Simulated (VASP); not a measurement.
AlN:

```
Al N
1.0
     0.00000    2.18488    2.18488
     2.18488    0.00000    2.18488
     2.18488    2.18488    0.00000
Al N
1 1
Direct
  0.00000 0.00000 0.00000
  0.25000 0.25000 0.25000
```

Base run:

| Property | Result |
| --- | --- |
| Program | VASP 6.6.1 |
| Functional | r2SCAN |
| Potentials or basis | VASP PAW PBE potentials, release 64 (Al, N) |
| Cutoff | 520 eV |
| k mesh | 10 × 10 × 10 |
| Occupations | gaussian, width 0.01 eV |
| Spin | no spin polarisation |

Its results: band gap on the k mesh 3.93 eV, indirect (least direct gap 4.88 eV); pressure -0.4 GPa.

Problem. The run is repeated on the same cell with these changes: functional from r2SCAN to HSE06; k mesh from 10 × 10 × 10 to 8 × 8 × 8. What comes out?

Solution. Band gap on the k mesh 4.55 eV, indirect (least direct gap 5.54 eV); pressure -0.8 GPa.

Several settings changed at once, so the effect can't be laid on one alone.

Caveats: the PAW data sets were made with another functional, which shifts forces and pressure a little.

A k mesh can miss the band edges.
